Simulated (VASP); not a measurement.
# Ho4Ti (Pmmm) in VASP: single point with PBE

Aim: the single point of Ho4Ti with PBE.

Program: VASP 6.6.1. These are calculated values, not measurements. Logs are shortened: lines on timing, memory, paths and dates and some standing lists are left out, and cuts for length are marked.

### 1 The cell of the first run

The structure is orthorhombic, space group Pmmm (No. 47). The conventional cell has a = 3.178 Å, b = 5.670 Å, c = 8.234 Å, α = 90.00°, β = 90.00°, γ = 90.00°. Ho (site symmetry mm2) has 2 Ti at 2.98 Å and 7 Ho at 3.18 to 3.79 Å within 3.9 Å. Within 4.2 Å of Ho (site symmetry mmm) lie 8 Ho at 3.18 to 4.12 Å and 4 Ti at 3.25 Å. Within 4.2 Å of Ho (site symmetry mmm) lie 8 Ho at 3.18 to 4.12 Å. Ti (site symmetry mmm) has 8 Ho at 2.98 to 3.25 Å and 2 Ti at 3.18 Å within 3.9 Å.

The cell was built from a structure type or drawn by symmetry, and may not be a known phase.

### 2 Single point, PBE

The input, INCAR:

```
SYSTEM = Ho4Ti
PREC = Accurate ; ENCUT = 500
EDIFF = 1E-6 ; ISMEAR = 0
SIGMA = 0.2 ; LREAL = .FALSE.
LASPH = .TRUE. ; NELM = 200
ALGO = Normal ; ISIF = 2
LWAVE = .FALSE. ; LCHARG = .FALSE.
GGA = PE ; NBANDS = 32
GGA_COMPAT = .FALSE. ; LMAXMIX = 6
```

The input, KPOINTS:

```
Automatic mesh
0
G
  4 3 3
  0 0 0
```

The input, POSCAR:

```
Ho4Ti
1.0
    5.6700475820      0.0000000000      0.0000000000
    0.0000000000      3.1779679129      0.0000000000
    0.0000000000      0.0000000000      8.2339501373
Ho Ti
4 1
Direct
    0.0000000000      0.5000000000      0.1945138983
    0.0000000000      0.5000000000      0.8054861017
    0.5000000000      0.5000000000      0.5000000000
    0.5000000000      0.5000000000      0.0000000000
    0.0000000000      0.0000000000      0.5000000000
```

Potentials or basis: VASP PAW PBE potentials, release 64 (Ho_3, Ti_sv), 4f in core.

The run is started by

```bash
cat potpaw_PBE.64/Ho_3/POTCAR potpaw_PBE.64/Ti_sv/POTCAR > POTCAR
mpirun -np 1 vasp_std > vasp.out
```

OUTCAR:

```text
SYSTEM = Ho4Ti
   PREC = Accurate
   ENCUT = 500
   EDIFF = 1E-6
   ISMEAR = 0
   LREAL = .FALSE.
   LASPH = .TRUE.
   NELM = 200
   ISIF = 2
   GGA = PE

 ion  position               nearest neighbor table
   1  0.000  0.500  0.195-   5 2.98   5 2.98   2 3.20   4 3.26   4 3.26   3 3.79   3 3.79
   2  0.000  0.500  0.805-   5 2.98   5 2.98   1 3.20   4 3.26   4 3.26   3 3.79   3 3.79
   3  0.500  0.500  0.500-   5 3.25   5 3.25   5 3.25   5 3.25   1 3.79   2 3.79   1 3.79   2 3.79

   4  0.500  0.500  0.000-   1 3.26   2 3.26   1 3.26   2 3.26
   5  0.000  0.000  0.500-   1 2.98   2 2.98   1 2.98   2 2.98   3 3.25   3 3.25   3 3.25   3 3.25

  LATTYP: Found a simple orthorhombic cell.
 ALAT       =     3.1779679129
 B/A-ratio  =     1.7841739556
 C/A-ratio  =     2.5909481666

  Lattice vectors:

 A1 = (   0.0000000000,  -3.1779679129,   0.0000000000)
 A2 = (   5.6700475820,   0.0000000000,   0.0000000000)
 A3 = (   0.0000000000,   0.0000000000,   8.2339501373)

Analysis of symmetry for initial positions (statically):
=====================================================================
 Subroutine PRICEL returns:
 Original cell was already a primitive cell.

 Routine SETGRP: Setting up the symmetry group for a
 simple orthorhombic supercell.

 Subroutine GETGRP returns: Found  8 space group operations
 (whereof  8 operations were pure point group operations)
 out of a pool of  8 trial point group operations.

The static configuration has the point symmetry D_2h.

Analysis of symmetry for dynamics (positions and initial velocities):
=====================================================================
 Subroutine PRICEL returns:
 Original cell was already a primitive cell.

 Routine SETGRP: Setting up the symmetry group for a
 simple orthorhombic supercell.

 Subroutine GETGRP returns: Found  8 space group operations
 (whereof  8 operations were pure point group operations)
 out of a pool of  8 trial point group operations.

The dynamic configuration has the point symmetry D_2h.

 Subroutine INISYM returns: Found  8 space group operations
 (whereof  8 operations are pure point group operations),
 and found     1 'primitive' translations

----------------------------------------------------------------------------------------

                                     Primitive cell

  volume of cell :     148.3694

  direct lattice vectors                    reciprocal lattice vectors
     5.670047582  0.000000000  0.000000000     0.176365363  0.000000000  0.000000000
     0.000000000  3.177967913  0.000000000     0.000000000  0.314666487  0.000000000
     0.000000000  0.000000000  8.233950137     0.000000000  0.000000000  0.121448392

  length of vectors
     5.670047582  3.177967913  8.233950137     0.176365363  0.314666487  0.121448392

  position of ions in fractional coordinates (direct lattice)
     0.000000000  0.500000000  0.194513898
     0.000000000  0.500000000  0.805486102
     0.500000000  0.500000000  0.500000000
     0.500000000  0.500000000  0.000000000
     0.000000000  0.000000000  0.500000000

  ion indices of the primitive-cell ions
   primitive index   ion index
                 1           1
                 2           2
                 3           3
                 4           4
                 5           5

----------------------------------------------------------------------------------------

 KPOINTS: Automatic mesh

Automatic generation of k-mesh.
 Grid dimensions read from file:
 generate k-points for:    4    3    3

 Generating k-lattice:

  Cartesian coordinates                     Fractional coordinates (reciprocal lattice)
     0.044091341  0.000000000  0.000000000     0.250000000  0.000000000  0.000000000
     0.000000000  0.104888829  0.000000000     0.000000000  0.333333333  0.000000000
     0.000000000  0.000000000  0.040482797     0.000000000  0.000000000  0.333333333

  Length of vectors
     0.044091341  0.104888829  0.040482797

  Shift w.r.t. Gamma in fractional coordinates (k-lattice)
     0.000000000  0.000000000  0.000000000

 Subroutine IBZKPT returns following result:
 ===========================================

 Found     12 irreducible k-points:

 Following reciprocal coordinates:
            Coordinates               Weight
  0.000000  0.000000  0.000000      1.000000
  0.250000  0.000000  0.000000      2.000000
  0.500000  0.000000  0.000000      1.000000
  0.000000  0.333333  0.000000      2.000000
  0.250000  0.333333  0.000000      4.000000
  0.500000  0.333333  0.000000      2.000000
  0.000000  0.000000  0.333333      2.000000
  0.250000  0.000000  0.333333      4.000000
  0.500000  0.000000  0.333333      2.000000
  0.000000  0.333333  0.333333      4.000000
  0.250000  0.333333  0.333333      8.000000
  0.500000  0.333333  0.333333      4.000000
   k-points           NKPTS =     12   k-points in BZ     NKDIM =     12   number of bands    NBANDS=     32
   number of dos      NEDOS =    301   number of ions     NIONS =      5
   total plane-waves  NPLWV =  60480
   dimension x,y,z NGX =    42 NGY =   24 NGZ =   60
   dimension x,y,z NGXF=    84 NGYF=   48 NGZF=  120
   ions per type =               4   1
   NGX,Y,Z   is equivalent  to a cutoff of  12.31, 12.55, 12.11 a.u.
   NGXF,Y,Z  is equivalent  to a cutoff of  24.63, 25.11, 24.23 a.u.
 SYSTEM =  Ho4Ti
   PREC   = accura    normal or accurate (medium, high low for compatibility)
   ISTART =      0    job   : 0-new  1-cont  2-samecut
   ICHARG =      2    charge: 1-file 2-atom 10-const
   ISPIN  =      1    spin polarized calculation?
   LNONCOLLINEAR =      F non collinear calculations
   LSORBIT =      F    spin-orbit coupling
   LASPH  =      T    aspherical Exc in radial PAW
   ENCUT  =  500.0 eV  36.75 Ry    6.06 a.u.  10.34  5.79 15.01*2*pi/ulx,y,z
   NELM   =    200;   NELMIN=  2; NELMDL= -5     # of ELM steps
   EDIFF  = 0.1E-05   stopping-criterion for ELM
   LREAL  =      F    real-space projection
   EDIFFG = 0.1E-04   stopping-criterion for IOM
   NSW    =      0    number of steps for IOM
   IBRION =     -1    ionic relax: 0-MD 1-quasi-New 2-CG
   NFREE  =      0    steps in history (QN), initial steepest desc. (CG)
   ISIF   =      2    stress and relaxation
   ISYM   =      2    0-nonsym 1-usesym 2-fastsym
   POTIM  = 0.5000    time-step for ionic-motion
   TEBEG  =    0.0;   TEEND  =   0.0 temperature during run
   PSTRESS=    0.0 pullay stress
   NELECT =      48.0000    total number of electrons
   NUPDOWN=      -1.0000    fix difference up-down
   EMIN   =  10.00;   EMAX   =-10.00  energy-range for DOS
   EFERMI =   0.00;   METHOD = LEGACY
   ISMEAR =     0;   SIGMA  =   0.20  broadening in eV -4-tet -1-fermi 0-gaus
   EFERMI_NEDOS =   21; number of points for ismear=-14 and -15
   IALGO  =     38    algorithm
   IMIX   =      4    mixing-type and parameters
     AMIX     =   0.40;   BMIX     =  1.00
     AMIX_MAG =   1.60;   BMIX_MAG =  1.00
  volume/ion in A,a.u.               =      29.67       200.25
  Fermi-wavevector in a.u.,A,eV,Ry     =   1.123847  2.123762 17.184587  1.263032
  Thomas-Fermi vector in A             =   2.260515
   LORBIT       =      0    0 simple, 1 ext, 2 COOP (PROOUT), +10 PAW based schemes
   GGA     = PE    functional components
   LHFCALC =     F    Hartree Fock is set to
   AEXX    =    0.0000 exact exchange contribution
   IVDW    =     0    specifies the selected vdW correction
   LEPSILON=     F    determine dielectric tensor
   LRPA    =     F    only Hartree local field effects (RPA)
 non-spin polarized calculation
 Gauss-broadening in eV      SIGMA  =   0.20
  energy-cutoff  :      500.00
  volume of cell :      148.37
 maximum number of plane-waves:      3786
 NGX is ok and might be reduce to    42
   NGX = 21   NGY = 11   NGZ = 31

 number of electron      48.0000001 magnetization

 Free energy of the ion-electron system (eV)
  ---------------------------------------------------
  ext. energy  EPLUGINS =         0.00000000
  ---------------------------------------------------
  free energy    TOTEN  =       -23.47001166 eV

  energy without entropy =      -23.26055849  energy(sigma->0) =      -23.36528507

 E-fermi :   3.2135     XC(G=0):  -9.8092

 val. band max:        3.1772065859   @ k =   0.2500   0.3333   0.0000
 cond. band min:       3.2151577024   @ k =   0.0000   0.0000   0.3333
 fundamental gap:      0.0379511165
 Fermi energy:         3.2134997461

 k-point     1 :       0.0000    0.0000    0.0000
  band No.  band energies     occupation
      1     -53.4610      2.00000
      2     -29.7292      2.00000
      3     -29.7272      2.00000
      4     -29.6592      2.00000
      5     -21.2074      2.00000
      6     -21.0653      2.00000
[... 24 lines left out ...]
     31       4.6652      0.00000
     32       4.8694      0.00000

 k-point     2 :       0.2500    0.0000    0.0000
  band No.  band energies     occupation
      1     -53.4610      2.00000
      2     -29.7279      2.00000
      3     -29.7272      2.00000
      4     -29.6591      2.00000
      5     -21.1737      2.00000
      6     -21.1102      2.00000
[... 24 lines left out ...]
     31       4.7933      0.00000
     32       4.8317      0.00000

 k-point     3 :       0.5000    0.0000    0.0000
  band No.  band energies     occupation
      1     -53.4611      2.00000
      2     -29.7272      2.00000
      3     -29.7265      2.00000
      4     -29.6590      2.00000
      5     -21.1491      2.00000
      6     -21.1419      2.00000
[... 24 lines left out ...]
     31       4.7125      0.00000
     32       4.7551      0.00000

 k-point     4 :       0.0000    0.3333    0.0000
  band No.  band energies     occupation
      1     -53.4507      2.00000
      2     -29.7754      2.00000
      3     -29.7152      2.00000
      4     -29.7135      2.00000
      5     -21.1221      2.00000
      6     -21.1052      2.00000
[... 234 lines left out ...]
     31       4.8708      0.00000
     32       5.3346      0.00000

 k-point    11 :       0.2500    0.3333    0.3333
  band No.  band energies     occupation
      1     -53.4507      2.00000
      2     -29.7758      2.00000
      3     -29.7153      2.00000
      4     -29.7135      2.00000
      5     -21.0989      2.00000
      6     -21.0895      2.00000
[... 24 lines left out ...]
     31       5.2445      0.00000
     32       5.4608      0.00000

 k-point    12 :       0.5000    0.3333    0.3333
  band No.  band energies     occupation
      1     -53.4507      2.00000
      2     -29.7762      2.00000
      3     -29.7154      2.00000
      4     -29.7135      2.00000
      5     -21.0929      2.00000
      6     -21.0655      2.00000
[... 24 lines left out ...]
     31       5.3270      0.00000
     32       5.4440      0.00000

------------------------ aborting loop because EDIFF is reached ----------------------------------------

  FORCE on cell =-STRESS in cart. coord.  units (eV):
  Direction    XX          YY          ZZ          XY          YZ          ZX
  --------------------------------------------------------------------------------------
  -------------------------------------------------------------------------------------
  Total       -0.1110157      0.0118890     -0.4156311     -0.0000000      0.0000000      0.0000000
  in kB       -1.1988107      0.1283842     -4.4882207     -0.0000000      0.0000000      0.0000000
  external PRESSURE =      -1.8528824 kB  Pullay stress =       0.0000000 kB

 VOLUME and BASIS-vectors are now :
 -----------------------------------------------------------------------------
  energy-cutoff  :      500.00
  volume of cell :      148.37
      direct lattice vectors                 reciprocal lattice vectors
     5.670047582  0.000000000  0.000000000     0.176365363  0.000000000  0.000000000
     0.000000000  3.177967913  0.000000000     0.000000000  0.314666487  0.000000000
     0.000000000  0.000000000  8.233950137     0.000000000  0.000000000  0.121448392

 POSITION                                       TOTAL-FORCE (eV/Angst)
 -----------------------------------------------------------------------------------
      0.00000      1.58898      1.60162         0.000000      0.000000      0.047586
      0.00000      1.58898      6.63233         0.000000      0.000000     -0.047586
      2.83502      1.58898      4.11698         0.000000      0.000000     -0.000000
      2.83502      1.58898      0.00000         0.000000      0.000000     -0.000000
      0.00000      0.00000      4.11698         0.000000      0.000000     -0.000000
 -----------------------------------------------------------------------------------
    total drift:                                0.000000     -0.000000     -0.000000

  FREE ENERGIE OF THE ION-ELECTRON SYSTEM (eV)
  ---------------------------------------------------
  free  energy   TOTEN  =       -23.4700116558 eV

  energy  without entropy=      -23.2605584935  energy(sigma->0) =      -23.36528507
```

Wall time 42 s (1 thread of Intel Xeon 6975P-C (Granite Rapids), shared host); peak memory 0.26 GiB.

What came out:

```
Free energy            : -23.4700 eV
Pressure               : -0.2 GPa
Largest force          : 0.048 eV/Å
Band gap on the k mesh : zero (bands 24 and 25 overlap by 0.21 eV)
```

Forces on the atoms (eV/Å):
```
Ho   0.000  0.000  0.048
Ho   0.000  0.000 -0.048
Ho   0.000  0.000  0.000
Ho   0.000  0.000  0.000
Ti   0.000  0.000  0.000
```

Stress tensor (GPa, compression positive):
```
-0.12  0.00  0.00
 0.00  0.01  0.00
 0.00  0.00 -0.45
```

Caveat: the k points lie up to 0.66 Å⁻¹ apart; spin-orbit coupling is left out, which moves the levels of the heavy elements; the 4f electrons are frozen in the core, so they carry no moment and show no levels.
